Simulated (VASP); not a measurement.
# C: single point with RPBE

C:

```
C
1.0
    -1.22627    1.22627    1.22627
     1.22627   -1.22627    1.22627
     1.22627    1.22627   -1.22627
C
1
Direct
  0.00000 0.00000 0.00000
```

This cell differs from its parent crystal: volume scaled by 1.08.

| Quantity | Value |
| --- | --- |
| Program | VASP 6.6.1 |
| Task | single point |
| Functional | RPBE |
| Potentials or basis | VASP PAW PBE potentials, release 64 (C) |
| Cutoff | 520 eV |
| k mesh | 21 × 21 × 21 |
| Occupations | fermi-dirac, width 0.1 eV |
| Spin | no spin polarisation |
| Dipole correction | no |
| Further INCAR settings | ALGO = Normal; EDIFF = 1e-06; NBANDS = 8 |

```json
{"Pressure": "-11.1 GPa", "Band gap on the k mesh": "zero (band 2 reaches 15.55 eV, above the bottom of band 3 at 2.85 eV)"}
```

Levels at points of the mesh, in eV from the Fermi level:
| k point | band 1 | band 2 | band 3 | band 4 | band 5 | band 6 | band 7 |
| --- | --- | --- | --- | --- | --- | --- | --- |
| (0.00, 0.00, 0.00) | -18.39 | 8.28 | 8.28 | 8.28 | 31.65 | 31.65 | 31.65 |

It took 4.1 s on 1 thread of Intel(R) Xeon(R) Platinum 8559C (Emerald Rapids), on a shared host, peak memory 0.12 GiB.

Caveat: the PAW data sets were made with another functional, which shifts forces and pressure a little.
